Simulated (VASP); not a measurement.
A run of VASP 6.6.1:

File POSCAR:

```
BaHfO3
1.0
    4.0517470077      0.0000000000      0.0000000000
    0.0000000000      4.0517470077      0.0000000000
    0.0000000000      0.0000000000      4.0517470077
Ba Hf O
1 1 3
Direct
    0.0000000000      0.0000000000      0.0000000000
    0.5000000000      0.5000000000      0.5000000000
    0.5000000000      0.5000000000      0.0000000000
    0.5000000000      0.0000000000      0.5000000000
    0.0000000000      0.5000000000      0.5000000000
```

The input INCAR.step1:

```
  PREC = Accurate
  ENCUT = 520
  EDIFF = 1E-5
  ISMEAR = 0
  SIGMA = 0.01
  LREAL = False
  LASPH = True
  NELM = 60
  ALGO = Normal
  ISIF = 2
  LWAVE = True
  LCHARG = False
  GGA = PE
  NBANDS = 27
```

File INCAR.step2:

```
  PREC = Accurate
  ENCUT = 520
  EDIFF = 1E-6
  ISMEAR = 0
  SIGMA = 0.01
  LREAL = False
  LASPH = True
  NELM = 60
  ALGO = Normal
  ISIF = 2
  LWAVE = False
  LCHARG = False
  GGA = PE
  LHFCALC = True
  HFSCREEN = 0.2079
  PRECFOCK = Fast
  ISTART = 1
  NBANDS = 27
```

KPOINTS

```
regular mesh
0
Gamma
  4 4 4
```

Potentials or basis: VASP PAW PBE potentials, release 64 (Ba_sv, Hf_pv, O).

Run with:

```sh
$ cat potpaw_PBE.64/Ba_sv/POTCAR potpaw_PBE.64/Hf_pv/POTCAR potpaw_PBE.64/O/POTCAR > POTCAR
$ cp INCAR.step1 INCAR
$ mpirun -np 1 vasp_std > vasp.out
$ cp INCAR.step2 INCAR
$ mpirun -np 1 vasp_std > vasp.out
```

Hardware: 1 thread of Intel Xeon 8259CL (shared host).

**Question.** How long does it take, and how much memory?

**Answer.** Wall time 20 min on 1 thread of Intel Xeon 8259CL, on a shared host, peak memory 0.3 GiB. Counts: k points 10.
